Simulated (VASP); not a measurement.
# ZnO (zincite) (P6_3mc) in VASP: a series of runs

Runs on ZnO (zincite). Level: PBE. Tasks: single point.

Everything below comes from runs of VASP 6.6.1. Logs are shortened: lines on timing, memory, paths and dates and some standing lists are left out, and cuts for length are marked.

**The experiment to reproduce.**

From “Electronic structure of alkaline earth and post-transition metal oxides”, 2009, arxiv:0908.1581, for a bulk crystal of ZnO: band gap 3.37 eV.

The results are compared with them further down.

### Step 1. The cell of the first run

Symmetry: P6_3mc, No. 186, hexagonal system. Conventional cell: a = 3.279 Å, b = 3.279 Å, c = 5.293 Å, α = 90.00°, β = 90.00°, γ = 120.00°. Within 2.6 Å of Zn (site symmetry 3m) lie 4 O at 2.00 to 2.01 Å. Within 2.6 Å of O (site symmetry 3m) lie 4 Zn at 2.00 to 2.01 Å.

### Step 2. Single point, PBE

The input, INCAR:

```
PREC = Accurate
ENCUT = 520
EDIFF = 1E-7
ISMEAR = 0
SIGMA = 0.01
LREAL = False
LASPH = True
NELM = 60
ALGO = Normal
ISIF = 2
LWAVE = False
LCHARG = True
GGA = PE
LELF = True
LVHAR = True
NBANDS = 26
```

The input, KPOINTS:

```
regular mesh
0
Gamma
  9 9 6
```

The input, POSCAR:

```
ZnO
1.0
    3.2794860218      0.0000000000      0.0000000000
   -1.6397430109      2.8401182063      0.0000000000
    0.0000000000      0.0000000000      5.2932739833
Zn O
2 2
Direct
    0.3333333333      0.6666666667      0.4999685891
    0.6666666667      0.3333333333     -0.0000314109
    0.6666666667      0.3333333333      0.3790414109
    0.3333333333      0.6666666667      0.8790414109
```

Potentials or basis: VASP PAW PBE potentials, release 64 (Zn, O).

On the command line:

```console
> cat potpaw_PBE.64/Zn/POTCAR potpaw_PBE.64/O/POTCAR > POTCAR
> mpirun -np 1 vasp_std > vasp.out
```

OUTCAR:

```text
PREC = Accurate
   ENCUT = 520
   EDIFF = 1E-7
   ISMEAR = 0
   LREAL = False
   LASPH = True
   NELM = 60
   ISIF = 2
   GGA = PE

 ion  position               nearest neighbor table
   1  0.333  0.667  0.500-   3 2.00   3 2.00   3 2.00   4 2.01
   2  0.667  0.333  1.000-   4 2.00   4 2.00   4 2.00   3 2.01
   3  0.667  0.333  0.379-   1 2.00   1 2.00   1 2.00   2 2.01
   4  0.333  0.667  0.879-   2 2.00   2 2.00   2 2.00   1 2.01

  LATTYP: Found a hexagonal cell.
 ALAT       =     3.2794860218
 C/A-ratio  =     1.6140559673

  Lattice vectors:

 A1 = (   3.2794860218,   0.0000000000,   0.0000000000)
 A2 = (  -1.6397430109,   2.8401182063,   0.0000000000)
 A3 = (   0.0000000000,   0.0000000000,   5.2932739833)

Analysis of symmetry for initial positions (statically):
=====================================================================
 Subroutine PRICEL returns:
 Original cell was already a primitive cell.

 Routine SETGRP: Setting up the symmetry group for a
 hexagonal supercell.

 Subroutine GETGRP returns: Found 12 space group operations
 (whereof  6 operations were pure point group operations)
 out of a pool of 24 trial point group operations.

The static configuration has the point symmetry C_3v.
 The point group associated with its full space group is C_6v.

Analysis of symmetry for dynamics (positions and initial velocities):
=====================================================================
 Subroutine PRICEL returns:
 Original cell was already a primitive cell.

 Routine SETGRP: Setting up the symmetry group for a
 hexagonal supercell.

 Subroutine GETGRP returns: Found 12 space group operations
 (whereof  6 operations were pure point group operations)
 out of a pool of 24 trial point group operations.

The dynamic configuration has the point symmetry C_3v.
 The point group associated with its full space group is C_6v.

 Subroutine INISYM returns: Found 12 space group operations
 (whereof  6 operations are pure point group operations),
 and found     1 'primitive' translations

----------------------------------------------------------------------------------------

                                     Primitive cell

  volume of cell :      49.3022

  direct lattice vectors                    reciprocal lattice vectors
     3.279486022  0.000000000  0.000000000     0.304925831  0.176049011  0.000000000
    -1.639743011  2.840118206  0.000000000     0.000000000  0.352098021  0.000000000
     0.000000000  0.000000000  5.293273983     0.000000000  0.000000000  0.188918995

  length of vectors
     3.279486022  3.279486022  5.293273983     0.352098021  0.352098021  0.188918995

  position of ions in fractional coordinates (direct lattice)
     0.333333333  0.666666667  0.499968589
     0.666666667  0.333333333  0.999968589
     0.666666667  0.333333333  0.379041411
     0.333333333  0.666666667  0.879041411

  ion indices of the primitive-cell ions
   primitive index   ion index
                 1           1
                 2           2
                 3           3
                 4           4

----------------------------------------------------------------------------------------

 KPOINTS: regular mesh

Automatic generation of k-mesh.
 Grid dimensions read from file:
 generate k-points for:    9    9    6

 Generating k-lattice:

  Cartesian coordinates                     Fractional coordinates (reciprocal lattice)
     0.033880648  0.019561001  0.000000000     0.111111111  0.000000000  0.000000000
     0.000000000  0.039122002  0.000000000     0.000000000  0.111111111  0.000000000
     0.000000000  0.000000000  0.031486499     0.000000000  0.000000000  0.166666667

  Length of vectors
     0.039122002  0.039122002  0.031486499

  Shift w.r.t. Gamma in fractional coordinates (k-lattice)
     0.000000000  0.000000000  0.000000000

 Subroutine IBZKPT returns following result:
 ===========================================

 Found     48 irreducible k-points:

 Following reciprocal coordinates:
            Coordinates               Weight
  0.000000  0.000000  0.000000      1.000000
  0.111111 -0.000000  0.000000      6.000000
  0.222222 -0.000000  0.000000      6.000000
  0.333333  0.000000  0.000000      6.000000
  0.444444 -0.000000  0.000000      6.000000
  0.111111  0.111111  0.000000      6.000000
[... 16 lines left out ...]
  0.333333  0.222222  0.166667     24.000000
  0.333333  0.333333  0.166667      4.000000
 [... further k-points ...]
   k-points           NKPTS =     48   k-points in BZ     NKDIM =     48   number of bands    NBANDS=     26
   number of dos      NEDOS =    301   number of ions     NIONS =      4
   total plane-waves  NPLWV =  23040
   dimension x,y,z NGX =    24 NGY =   24 NGZ =   40
   dimension x,y,z NGXF=    48 NGYF=   48 NGZF=   80
   ions per type =               2   2
   NGX,Y,Z   is equivalent  to a cutoff of  12.17, 12.17, 12.56 a.u.
   NGXF,Y,Z  is equivalent  to a cutoff of  24.33, 24.33, 25.13 a.u.
 SYSTEM =  unknown system
   PREC   = accura    normal or accurate (medium, high low for compatibility)
   ISTART =      0    job   : 0-new  1-cont  2-samecut
   ICHARG =      2    charge: 1-file 2-atom 10-const
   ISPIN  =      1    spin polarized calculation?
   LNONCOLLINEAR =      F non collinear calculations
   LSORBIT =      F    spin-orbit coupling
   LASPH  =      T    aspherical Exc in radial PAW
   ENCUT  =  520.0 eV  38.22 Ry    6.18 a.u.   6.10  6.10  9.84*2*pi/ulx,y,z
   NELM   =     60;   NELMIN=  2; NELMDL= -5     # of ELM steps
   EDIFF  = 0.1E-06   stopping-criterion for ELM
   LREAL  =      F    real-space projection
   EDIFFG = 0.1E-05   stopping-criterion for IOM
   NSW    =      0    number of steps for IOM
   IBRION =     -1    ionic relax: 0-MD 1-quasi-New 2-CG
   NFREE  =      0    steps in history (QN), initial steepest desc. (CG)
   ISIF   =      2    stress and relaxation
   ISYM   =      2    0-nonsym 1-usesym 2-fastsym
   POTIM  = 0.5000    time-step for ionic-motion
   TEBEG  =    0.0;   TEEND  =   0.0 temperature during run
   PSTRESS=    0.0 pullay stress
   NELECT =      36.0000    total number of electrons
   NUPDOWN=      -1.0000    fix difference up-down
   EMIN   =  10.00;   EMAX   =-10.00  energy-range for DOS
   EFERMI =   0.00;   METHOD = LEGACY
   ISMEAR =     0;   SIGMA  =   0.01  broadening in eV -4-tet -1-fermi 0-gaus
   EFERMI_NEDOS =   21; number of points for ismear=-14 and -15
   IALGO  =     38    algorithm
   IMIX   =      4    mixing-type and parameters
     AMIX     =   0.40;   BMIX     =  1.00
     AMIX_MAG =   1.60;   BMIX_MAG =  1.00
  volume/ion in A,a.u.               =      12.33        83.18
  Fermi-wavevector in a.u.,A,eV,Ry     =   1.474190  2.785815 29.568675  2.173236
  Thomas-Fermi vector in A             =   2.588992
   LORBIT       =      0    0 simple, 1 ext, 2 COOP (PROOUT), +10 PAW based schemes
   GGA     = PE    functional components
   LHFCALC =     F    Hartree Fock is set to
   AEXX    =    0.0000 exact exchange contribution
   IVDW    =     0    specifies the selected vdW correction
   LEPSILON=     F    determine dielectric tensor
   LRPA    =     F    only Hartree local field effects (RPA)
 non-spin polarized calculation
 Gauss-broadening in eV      SIGMA  =   0.01
  energy-cutoff  :      520.00
  volume of cell :       49.30
 maximum number of plane-waves:      1350
   NGX = 13   NGY = 13   NGZ = 19

 number of electron      36.0000039 magnetization

 Free energy of the ion-electron system (eV)
  ---------------------------------------------------
  ext. energy  EPLUGINS =         0.00000000
  ---------------------------------------------------
  free energy    TOTEN  =       -17.86082678 eV

  energy without entropy =      -17.86082678  energy(sigma->0) =      -17.86082678

 E-fermi :   0.9935     XC(G=0): -10.7255

 val. band max:        0.8953563894   @ k =   0.0000   0.0000   0.0000
 cond. band min:       1.6231059048   @ k =   0.0000   0.0000   0.0000
 fundamental gap:      0.7277495154
 Fermi energy:         0.9934538908

 k-point     1 :       0.0000    0.0000    0.0000
  band No.  band energies     occupation
      1     -16.9229      2.00000
      2     -16.2555      2.00000
      3      -4.6417      2.00000
      4      -4.6417      2.00000
      5      -4.6024      2.00000
      6      -4.4876      2.00000
[... 18 lines left out ...]
     25      14.8269      0.00000
     26      14.8269      0.00000

 k-point     2 :       0.1111   -0.0000    0.0000
  band No.  band energies     occupation
      1     -16.8600      2.00000
      2     -16.2277      2.00000
      3      -4.7088      2.00000
      4      -4.6049      2.00000
      5      -4.5640      2.00000
      6      -4.4702      2.00000
[... 18 lines left out ...]
     25      14.8017      0.00000
     26      14.9561      0.00000

 k-point     3 :       0.2222   -0.0000    0.0000
  band No.  band energies     occupation
      1     -16.6922      2.00000
      2     -16.1608      2.00000
      3      -4.8379      2.00000
      4      -4.5432      2.00000
      5      -4.5191      2.00000
      6      -4.4092      2.00000
[... 18 lines left out ...]
     25      14.2251      0.00000
     26      14.9235      0.00000

 k-point     4 :       0.3333    0.0000    0.0000
  band No.  band energies     occupation
      1     -16.4798      2.00000
      2     -16.0982      2.00000
      3      -4.9027      2.00000
      4      -4.5736      2.00000
      5      -4.4415      2.00000
      6      -4.2396      2.00000
[... 18 lines left out ...]
     25      14.1102      0.00000
     26      14.7500      0.00000
[... 496 lines left out ...]
      1     -16.3559      2.00000
      2     -16.0983      2.00000
      3      -4.7315      2.00000
      4      -4.6744      2.00000
      5      -4.3551      2.00000
      6      -4.2961      2.00000
[... 18 lines left out ...]
     25      12.6511      0.00000
     26      15.8284      0.00000

 k-point    23 :       0.3333    0.2222    0.1667
  band No.  band energies     occupation
      1     -16.2197      2.00000
      2     -16.0928      2.00000
      3      -4.6967      2.00000
      4      -4.4955      2.00000
      5      -4.3484      2.00000
      6      -4.1732      2.00000
[... 18 lines left out ...]
     25      13.4157      0.00000
     26      14.8318      0.00000

 k-point    24 :       0.3333    0.3333    0.1667
  band No.  band energies     occupation
      1     -16.1321      2.00000
      2     -16.1321      2.00000
      3      -4.6464      2.00000
      4      -4.3761      2.00000
      5      -4.3761      2.00000
      6      -4.0356      2.00000
[... 18 lines left out ...]
     25      14.1759      0.00000
     26      14.9443      0.00000

 [... further k-points ...]
[... 5 lines left out ...]
  --------------------------------------------------------------------------------------
  -------------------------------------------------------------------------------------
  Total        0.2791665      0.2791665      0.2819617      0.0000000     -0.0000000     -0.0000000
  in kB        9.0720887      9.0720887      9.1629244      0.0000000     -0.0000000     -0.0000000
  external PRESSURE =       9.1023673 kB  Pullay stress =       0.0000000 kB

 VOLUME and BASIS-vectors are now :
 -----------------------------------------------------------------------------
  energy-cutoff  :      520.00
  volume of cell :       49.30
      direct lattice vectors                 reciprocal lattice vectors
     3.279486022  0.000000000  0.000000000     0.304925831  0.176049011  0.000000000
    -1.639743011  2.840118206  0.000000000     0.000000000  0.352098021  0.000000000
     0.000000000  0.000000000  5.293273983     0.000000000  0.000000000  0.188918995

 POSITION                                       TOTAL-FORCE (eV/Angst)
 -----------------------------------------------------------------------------------
     -0.00000      1.89341      2.64647         0.000000     -0.000000      0.000432
      1.63974      0.94671      5.29311        -0.000000     -0.000000      0.000432
      1.63974      0.94671      2.00637        -0.000000      0.000000     -0.000432
     -0.00000      1.89341      4.65301         0.000000     -0.000000     -0.000432
 -----------------------------------------------------------------------------------
    total drift:                               -0.000001     -0.000001     -0.000881

  FREE ENERGIE OF THE ION-ELECTRON SYSTEM (eV)
  ---------------------------------------------------
  free  energy   TOTEN  =       -17.8608267832 eV

  energy  without entropy=      -17.8608267832  energy(sigma->0) =      -17.86082678
```

Run time: 21 s. Hardware: 1 thread of Intel Xeon 6975P-C (Granite Rapids), shared host; peak memory 0.18 GiB.

Results:

- Free energy: -17.8608 eV
- Pressure: 0.9 GPa
- Band gap on the k mesh: 0.73 eV, direct

Levels at points of the mesh, in eV from the valence-band top:
```csv
k point,band 15,band 16,band 17,band 18,band 19,band 20,band 21,band 22
"(0.00, 0.00, 0.00)",-0.75,-0.08,0.00,0.00,0.73,5.09,8.07,12.73
"(0.00, 0.00, 0.50)",-0.37,-0.37,-0.37,-0.37,3.36,3.36,9.91,9.91
```

### Step 3. Single point, PBE

This run uses another cell than the first one: it holds 16 atoms, not 4.

The input, INCAR:

```
SYSTEM = ZnO
PREC = Accurate
ENCUT = 520
EDIFF = 1E-6
ISMEAR = 0
SIGMA = 0.01
LREAL = Auto
LASPH = .TRUE.
NELM = 80
ALGO = Normal
ISIF = 2
LWAVE = .FALSE.
LCHARG = .FALSE.
GGA = PE
NBANDS = 86
```

The input, KPOINTS:

```
Automatic mesh
0
G
  3 3 3
  0 0 0
```

The input, POSCAR:

```
ZnO
1.0
    0.0000000000      0.0000000000     -5.2932739833
    3.2794860218     -5.6802364126      0.0000000000
   -6.5589720437      0.0000000000      0.0000000000
Zn O
8 8
Direct
    0.5000314109      0.1666666667      0.3333333333
    0.5000314109      0.6666666667      0.3333333333
    0.5000314109      0.1666666667      0.8333333333
    0.5000314109      0.6666666667      0.8333333333
    0.0000314109      0.3333333333      0.1666666667
    0.0000314109      0.8333333333      0.1666666667
    0.0000314109      0.3333333333      0.6666666667
    0.0000314109      0.8333333333      0.6666666667
    0.6209585891      0.3333333333      0.1666666667
    0.6209585891      0.8333333333      0.1666666667
    0.6209585891      0.3333333333      0.6666666667
    0.6209585891      0.8333333333      0.6666666667
    0.1209585891      0.1666666667      0.3333333333
    0.1209585891      0.6666666667      0.3333333333
    0.1209585891      0.1666666667      0.8333333333
    0.1209585891      0.6666666667      0.8333333333
```

Potentials or basis: VASP PAW PBE potentials, release 64 (Zn, O).

On the command line:

```console
> cat potpaw_PBE.64/Zn/POTCAR potpaw_PBE.64/O/POTCAR > POTCAR
> mpirun -np 1 vasp_std > vasp.out
```

It took 1.7 min on 1 thread of Intel Xeon 6975P-C (Granite Rapids), shared host; peak memory 0.32 GiB.

The run converged. Its results:

| Item | Value |
| --- | --- |
| Free energy | -71.4349 eV |
| Pressure | 0.9 GPa |
| Band gap on the k mesh | 0.73 eV |

Levels at points of the mesh, in eV from the valence-band top:
```csv
k point,band 69,band 70,band 71,band 72,band 73,band 74,band 75,band 76
"(0.00, 0.00, 0.00)",-0.75,-0.08,0.00,0.00,0.73,5.09,5.62,5.62
```

### Step 4. Single point, PBE (volume scaled by 0.88, then relaxed in part)

The input, INCAR:

```
PREC = Accurate
ENCUT = 520
EDIFF = 1E-6
ISMEAR = 0
SIGMA = 0.02
LREAL = F
LASPH = T
NELM = 80
ALGO = Normal
ISIF = 2
LWAVE = F
LCHARG = T
GGA = PE
LELF = T
LVHAR = T
NBANDS = 26
```

The input, KPOINTS:

```
regular mesh
0
Gamma
  9 9 6
```

The input, POSCAR:

```
ZnO
1.0
    3.1429504657      0.0000000000      0.0000000000
   -1.5714752328      2.7218749461      0.0000000000
    0.0000000000      0.0000000000      5.0715830451
Zn O
2 2
Direct
    0.3333333333      0.6666666667      0.4999627632
    0.6666666667      0.3333333333     -0.0000372368
    0.6666666667      0.3333333333      0.3790472368
    0.3333333333      0.6666666667      0.8790472368
```

On the command line:

```console
> cat potpaw_PBE.64/Zn/POTCAR potpaw_PBE.64/O/POTCAR > POTCAR
> mpirun -np 1 vasp_std > vasp.out
```

It took 30 s on 1 thread of Intel Xeon Platinum 8488C (Sapphire Rapids), shared host; peak memory 0.18 GiB.

Results (log left out):

| Quantity | Value |
| --- | --- |
| Free energy | -17.4503 eV |
| Pressure | 23.5 GPa |
| Largest force | 0.007 eV/Å |
| Band gap on the k mesh | 0.91 eV, direct |

Forces on the atoms (eV/Å):
```
Zn   0.000  0.000  0.007
Zn   0.000  0.000  0.007
O    0.000  0.000 -0.007
O    0.000  0.000 -0.007
```

Stress tensor (GPa, compression positive):
```
23.50  0.00  0.00
 0.00 23.50  0.00
 0.00  0.00 23.38
```

Levels at points of the mesh, in eV from the valence-band top:
```csv
k point,band 15,band 16,band 17,band 18,band 19,band 20,band 21,band 22
"(0.00, 0.00, 0.00)",-0.91,-0.12,0.00,0.00,0.91,5.57,8.49,13.38
"(0.00, 0.00, 0.50)",-0.45,-0.45,-0.45,-0.45,3.66,3.66,10.42,10.42
```

### Step 5. The runs side by side

```csv
cell,k mesh,smearing,gap on the mesh (eV),pressure (GPa)
"a = 3.279, b = 3.279, c = 5.293 Å, angles 90.0, 90.0, 120.0°, 4 atoms",9 × 9 × 6,gaussian 0.01 eV,0.73,0.9
"a = 5.293, b = 6.559, c = 6.559 Å, angles 120.0, 90.0, 90.0°, 16 atoms",3 × 3 × 3,gaussian 0.01 eV,0.73,0.9
"a = 3.143, b = 3.143, c = 5.072 Å, angles 90.0, 90.0, 120.0°, 4 atoms",9 × 9 × 6,gaussian 0.02 eV,0.91,23.5
```

Alike in all rows: task single point; level PBE; potentials or basis VASP PAW PBE potentials, release 64 (Zn, O); no spin polarisation; cutoff (eV) 520.

Absolute energies hang on the potentials; compare differences alone.

### Step 6. Comparison with measurements

Step 2. Measured gap of ZnO: 3.37 eV (quoted in “Electronic structure of alkaline earth and post-transition metal oxides”, 2009, arxiv:0908.1581). This calculation gives 0.73 eV (-2.64 eV). So large a miss can be the level of theory's own, or it may mean another phase, state or a wrong row. The value is that of PBE, without temperature or zero-point motion. Semilocal functionals fall short of measured gaps as a rule.

Step 3. Against the measured gap of ZnO, 3.37 eV (quoted in “Electronic structure of alkaline earth and post-transition metal oxides”, 2009, arxiv:0908.1581), the calculated 0.73 eV is off by -2.64 eV. So large a miss can be the level of theory's own, or it may mean another phase, state or a wrong row. The value is that of PBE, without temperature or zero-point motion. Semilocal functionals fall short of measured gaps as a rule.
